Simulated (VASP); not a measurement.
The system is Fe2Pt.

```
Fe Pt
1.0
     2.61760    0.00000    0.00000
    -1.30880    2.26691    0.00000
     0.00000    0.00000    6.27685
Fe Pt
2 1
Direct
  0.33333 0.66667 0.64454
  0.66667 0.33333 0.35546
  0.00000 0.00000 0.00000
```

| Quantity | Value |
| --- | --- |
| Program | VASP 6.6.1 |
| Task | relaxation of cell and atoms |
| Functional | PBEsol |
| Potentials or basis | VASP PAW PBE potentials, release 64 (Fe, Pt) |
| Cutoff | 600 eV |
| k mesh | 18 × 18 × 8 |
| Occupations | gaussian, width 0.1 eV |
| Spin | no spin polarisation |

At the start: pressure -11.8 GPa; volume 12.42 Å³/atom.

Question: Where does the relaxation end?

Answer: Over 9 steps the energy falls by 20.8 meV/atom and the volume is 11.87 Å³/atom (-4.4 %); space group P-3m1 (No. 164, to 0.1 Å) before and after.

The path:
| step | energy change (eV) | largest force (eV/Å) | pressure (GPa) | volume (Å³) |
| --- | --- | --- | --- | --- |
| 1 | 0.0000 | 0.1029 | -11.83 | 37.25 |
| 2 | 0.2476 | 0.5005 | 34.43 | 32.52 |
| 3 | -0.0622 | 0.0563 | -0.47 | 35.69 |
| 4 | -0.0622 | 0.0615 | -0.07 | 35.65 |
| 5 | -0.0622 | 0.0651 | 0.19 | 35.62 |
| 6 | -0.0624 | 0.0029 | -0.43 | 35.68 |
| 7 | -0.0624 | 0.0187 | -0.28 | 35.66 |
| 8 | -0.0624 | 0.0098 | 0.25 | 35.60 |
| 9 | -0.0625 | 0.0024 | 0.03 | 35.62 |

Final structure:
```
Fe Pt
1.0
     2.57909    0.00000    0.00000
    -1.28955    2.23356    0.00000
     0.00000    0.00000    6.18412
Fe Pt
2 1
Direct
  0.33333 0.66667 0.64478
  0.66667 0.33333 0.35522
  0.00000 0.00000 0.00000
```

Caveat: the PAW data sets were made with another functional, which shifts forces and pressure a little; the run has no spin polarisation, though such a crystal can be magnetic.
